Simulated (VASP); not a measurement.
# Ag4O in VASP: single point with PBEsol

Aim: the single point of Ag4O with PBEsol.

Everything below comes from runs of VASP 6.6.1. Logs are shortened: lines on timing, memory, paths and dates and some standing lists are left out, and cuts for length are marked.

### Step 1. The cell of the first run

The cell holds a slab with vacuum, 5 atoms: a = 2.867 Å, b = 2.867 Å, c = 25.082 Å, α = 90.00°, β = 90.00°, γ = 90.00°.

### Step 2. Single point, PBEsol

The input, INCAR:

```
PREC = Accurate ; ENCUT = 520
EDIFF = 1E-6 ; ISMEAR = 0
SIGMA = 0.1 ; LREAL = False
LASPH = True ; NELM = 100
ALGO = Fast ; ISIF = 2
LWAVE = False ; LCHARG = False
LDIPOL = True ; IDIPOL = 3
DIPOL = 0.5 0.5 0.499 ; GGA = PS
NBANDS = 33
```

The input, KPOINTS:

```
regular mesh
0
Gamma
  10 10 1
```

The input, POSCAR:

```
Ag4O
1.0
    2.8669036825      0.0000000000      0.0000000000
    0.0000000000      2.8669036825      0.0000000000
    0.0000000000      0.0000000000     25.0816211046
Ag O
4 1
Direct
    0.5000000000      0.5000000000      0.3388935654
    0.0000000000      0.0000000000      0.4197179677
    0.5000000000      0.5000000000      0.5008162760
    0.0000000000      0.0000000000      0.5799214924
    0.0000000000      0.0000000000      0.6571891024
```

Potentials or basis: VASP PAW PBE potentials, release 64 (Ag, O).

Run with:

```console
cat potpaw_PBE.64/Ag/POTCAR potpaw_PBE.64/O/POTCAR > POTCAR
mpirun -np 1 vasp_std > vasp.out
```

OUTCAR:

```text
PREC = Accurate
   ENCUT = 520
   EDIFF = 1E-6
   ISMEAR = 0
   LREAL = False
   LASPH = True
   NELM = 100
   ISIF = 2
   GGA = PS

 ion  position               nearest neighbor table
   1  0.500  0.500  0.339-   2 2.87   2 2.87   2 2.87   2 2.87
   2  0.000  0.000  0.420-   1 2.87   1 2.87   1 2.87   1 2.87   3 2.87   3 2.87   3 2.87   3 2.87

   3  0.500  0.500  0.501-   4 2.84   4 2.84   4 2.84   4 2.84   2 2.87   2 2.87   2 2.87   2 2.87

   4  0.000  0.000  0.580-   5 1.94   3 2.84   3 2.84   3 2.84   3 2.84
   5  0.000  0.000  0.657-   4 1.94

  LATTYP: Found a simple tetragonal cell.
 ALAT       =     2.8669036825
 C/A-ratio  =     8.7486793706

  Lattice vectors:

 A1 = (   2.8669036825,   0.0000000000,   0.0000000000)
 A2 = (   0.0000000000,   2.8669036825,   0.0000000000)
 A3 = (   0.0000000000,   0.0000000000,  25.0816211046)

Analysis of symmetry for initial positions (statically):
=====================================================================
 Subroutine PRICEL returns:
 Original cell was already a primitive cell.

 Routine SETGRP: Setting up the symmetry group for a
 simple tetragonal supercell.

 Subroutine GETGRP returns: Found  8 space group operations
 (whereof  8 operations were pure point group operations)
 out of a pool of 16 trial point group operations.

The static configuration has the point symmetry C_4v.

Analysis of symmetry for dynamics (positions and initial velocities):
=====================================================================
 Subroutine PRICEL returns:
 Original cell was already a primitive cell.

 Routine SETGRP: Setting up the symmetry group for a
 simple tetragonal supercell.

 Subroutine GETGRP returns: Found  8 space group operations
 (whereof  8 operations were pure point group operations)
 out of a pool of 16 trial point group operations.

The dynamic configuration has the point symmetry C_4v.

 Subroutine INISYM returns: Found  8 space group operations
 (whereof  8 operations are pure point group operations),
 and found     1 'primitive' translations

----------------------------------------------------------------------------------------

                                     Primitive cell

  volume of cell :     206.1493

  direct lattice vectors                    reciprocal lattice vectors
     2.866903682  0.000000000  0.000000000     0.348808370  0.000000000  0.000000000
[... 97 lines left out ...]
   TEBEG  =    0.0;   TEEND  =   0.0 temperature during run
   PSTRESS=    0.0 pullay stress
   NELECT =      50.0000    total number of electrons
   NUPDOWN=      -1.0000    fix difference up-down
   EMIN   =  10.00;   EMAX   =-10.00  energy-range for DOS
   EFERMI =   0.00;   METHOD = LEGACY
   ISMEAR =     0;   SIGMA  =   0.10  broadening in eV -4-tet -1-fermi 0-gaus
   EFERMI_NEDOS =   21; number of points for ismear=-14 and -15
   IALGO  =     68    algorithm
   IMIX   =      4    mixing-type and parameters
     AMIX     =   0.40;   BMIX     =  1.00
     AMIX_MAG =   1.60;   BMIX_MAG =  1.00
  volume/ion in A,a.u.               =      41.23       278.23
  Fermi-wavevector in a.u.,A,eV,Ry     =   1.020949  1.929315 14.181866  1.042338
  Thomas-Fermi vector in A             =   2.154547
   LORBIT       =      0    0 simple, 1 ext, 2 COOP (PROOUT), +10 PAW based schemes
   GGA     = PS    functional components
   LHFCALC =     F    Hartree Fock is set to
   AEXX    =    0.0000 exact exchange contribution
   IVDW    =     0    specifies the selected vdW correction
   LEPSILON=     F    determine dielectric tensor
   LRPA    =     F    only Hartree local field effects (RPA)
 non-spin polarized calculation
 RMM-DIIS sequential band-by-band and
 Gauss-broadening in eV      SIGMA  =   0.10
  energy-cutoff  :      520.00
  volume of cell :      206.15
 maximum number of plane-waves:      5593
 NGX is ok and might be reduce to    24
   NGX = 11   NGY = 11   NGZ = 93

 dipolmoment           0.000000      0.000000     -0.126438 electrons x Angstroem

 number of electron      49.9999988 magnetization

 dipolmoment           0.000000      0.000000      0.215425 electrons x Angstroem

 Free energy of the ion-electron system (eV)
  ---------------------------------------------------
  ext. energy  EPLUGINS =         0.00000000
  ---------------------------------------------------
  free energy    TOTEN  =       -15.40957127 eV

  energy without entropy =      -15.38872704  energy(sigma->0) =      -15.39914915

 E-fermi :  -1.5695     XC(G=0):  -5.2290

 val. band max:       -1.5798905175   @ k =   0.1000   0.0000   0.0000
 cond. band min:      -1.5631541064   @ k =   0.1000   0.1000   0.0000
 fundamental gap:      0.0167364112
 Fermi energy:        -1.5694706345

 k-point     1 :       0.0000    0.0000    0.0000
  band No.  band energies     occupation
      1     -18.1256      2.00000
      2      -9.0105      2.00000
      3      -7.9996      2.00000
      4      -7.7914      2.00000
      5      -7.5752      2.00000
      6      -7.3764      2.00000
[... 745 lines left out ...]
     32       5.7824      0.00000
     33       5.7824      0.00000

------------------------ aborting loop because EDIFF is reached ----------------------------------------

 vacuum level on the upper side and lower side of the slab       (xc-potential included)         2.165        -2.457

  FORCE on cell =-STRESS in cart. coord.  units (eV):
  Direction    XX          YY          ZZ          XY          YZ          ZX
  --------------------------------------------------------------------------------------
  -------------------------------------------------------------------------------------
  Total       -2.0015430     -2.0015430     -0.3322987      0.0000000      0.0000000      0.0000000
  in kB      -15.5558485    -15.5558485     -2.5826016      0.0000000      0.0000000      0.0000000
  external PRESSURE =     -11.2314329 kB  Pullay stress =       0.0000000 kB

 VOLUME and BASIS-vectors are now :
 -----------------------------------------------------------------------------
  energy-cutoff  :      520.00
  volume of cell :      206.15
      direct lattice vectors                 reciprocal lattice vectors
     2.866903682  0.000000000  0.000000000     0.348808370  0.000000000  0.000000000
     0.000000000  2.866903682  0.000000000     0.000000000  0.348808370  0.000000000
     0.000000000  0.000000000 25.081621105     0.000000000  0.000000000  0.039869831

 POSITION                                       TOTAL-FORCE (eV/Angst)
 -----------------------------------------------------------------------------------
      1.43345      1.43345      8.50000        -0.000000     -0.000000      0.171207
      0.00000      0.00000     10.52721         0.000000      0.000000     -0.086680
      1.43345      1.43345     12.56128        -0.000000     -0.000000     -0.164070
      0.00000      0.00000     14.54537        -0.000000      0.000000      0.039156
      0.00000      0.00000     16.48337         0.000000     -0.000000      0.040386
 -----------------------------------------------------------------------------------
    total drift:                                0.000000     -0.000000     -0.001409

  FREE ENERGIE OF THE ION-ELECTRON SYSTEM (eV)
  ---------------------------------------------------
  free  energy   TOTEN  =       -15.4095712654 eV

  energy  without entropy=      -15.3887270440  energy(sigma->0) =      -15.39914915

 vacuum level on the upper side and lower side of the slab         7.411         2.702
```

It took 6.8 min on 1 thread of Oxide Virtual Turin-like, shared host; peak memory 0.35 GiB.

Results:

```yaml
Free_energy: -15.4096 eV
Largest_force: 0.171 eV/Å
Band_gap_on_the_k_mesh: zero (bands 25 and 26 overlap by 2.88 eV)
```

Forces on the atoms (eV/Å):
```
Ag   0.000  0.000  0.171
Ag   0.000  0.000 -0.087
Ag   0.000  0.000 -0.164
Ag   0.000  0.000  0.039
O    0.000  0.000  0.040
```

Levels at points of the mesh, in eV from the Fermi level:
| k point | band 22 | band 23 | band 24 | band 25 | band 26 | band 27 | band 28 | band 29 |
| --- | --- | --- | --- | --- | --- | --- | --- | --- |
| (0.00, 0.00, 0.00) | -2.90 | -2.89 | -2.89 | -0.97 | 0.16 | 0.16 | 0.88 | 4.35 |
| (0.50, 0.00, 0.00) | -1.85 | -0.74 | -0.44 | -0.25 | 0.10 | 0.32 | 1.20 | 3.00 |
| (0.50, 0.50, 0.00) | -1.18 | -1.18 | 0.28 | 2.58 | 2.58 | 4.76 | 4.76 | 7.00 |

Caveat: the PAW data sets were made with another functional, which shifts forces and pressure a little.
